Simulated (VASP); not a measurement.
Crystal: Ni.

```xyz
1
Lattice="2.4918 0.0000 0.0000 1.2459 2.1579 0.0000 1.2459 0.7193 2.0345" Properties=species:S:1:pos:R:3 pbc="T T T"
Ni    0.0000    0.0000    0.0000
```

Base run:

| Property | Result |
| --- | --- |
| Program | VASP 6.6.1 |
| Functional | PBE |
| Potentials or basis | VASP PAW PBE potentials, release 64 (Ni) |
| Cutoff | 520 eV |
| k mesh | 16 × 16 × 16 |
| Occupations | gaussian, width 0.05 eV |
| Spin | collinear spin, ferromagnetic start |
| Starting moments | [1.5] μB |

Its results: pressure -1.2 GPa; net moment 0.60 μB per cell; site moments Ni +0.61 μB.

Problem. The run is repeated on the same cell with these changes: occupations from gaussian, width 0.05 eV to gaussian, width 0.25 eV. What comes out?

Solution. Pressure -0.6 GPa; net moment 0.61 μB per cell; site moments Ni +0.62 μB.
